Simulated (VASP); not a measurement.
Here is a VASP 6.6.1 calculation.

Contents of INCAR:

```
ALGO = Normal ; AMIX = 0.1
AMIX_MAG = 0.4 ; BMIX = 1E-4
BMIX_MAG = 1E-4 ; DIPOL = 0.5 0.5 0.325
EDIFF = 1E-6 ; ENCUT = 640
GGA = PE ; GGA_COMPAT = False
IDIPOL = 3 ; ISIF = 2
ISMEAR = 0 ; ISPIN = 2
KPAR = 4 ; LASPH = True
LCHARG = False ; LDIPOL = True
LORBIT = 11 ; LREAL = False
LWAVE = False ; MAGMOM = 0 0 0 0 2 0 0 0 0
NBANDS = 32 ; NELM = 300
NELMDL = -8 ; PREC = Accurate
SIGMA = 0.05
```

The input KPOINTS:

```
k-points
0
Gamma
  9 5 1
```

File POSCAR:

```
Si5C4
1.0
    3.0920147377      0.0000000000      0.0000000000
    0.0000000000      5.0738209500      0.0000000000
    0.0000000000      0.0000000000     18.9686852044
Si C
5 4
Direct
    0.0000000000      0.9954360498      0.2108738669
    0.5000000000      0.4954360498      0.2579297257
    0.5000000000      0.9936729075      0.3565277077
    0.0000000000      0.4650510040      0.3853429996
    0.1666666667      0.9571536666      0.4906956769
    0.0000000000      0.6195639502      0.2108738669
    0.5000000000      0.1195639502      0.2579297257
    0.5000000000      0.6250368441      0.3569005348
    0.0000000000      0.1238203333      0.3937376325
```

Potentials or basis: VASP PAW PBE potentials, release 64 (Si, C).

The run is started by

```bash
$ cat potpaw_PBE.64/Si/POTCAR potpaw_PBE.64/C/POTCAR > POTCAR
$ mpirun -np 4 vasp_std > vasp.out
```

Q: Estimate the largest force.

A: 3.055 eV/Å.

Q: Estimate the net moment.

A: 0.55 μB per cell.

Forces on the atoms (eV/Å):
```
Si  -0.021 -1.895  1.578
Si   0.035  0.781 -2.781
Si   0.174 -0.694 -2.323
Si   0.142  2.675  1.469
Si  -1.042 -0.182 -0.012
C   -0.027  1.060  1.522
C    0.085  0.256 -0.201
C    0.084 -0.510 -0.665
C    0.571 -1.492  1.414
```

Caveat: a moment this small can come from the mesh or the smearing.
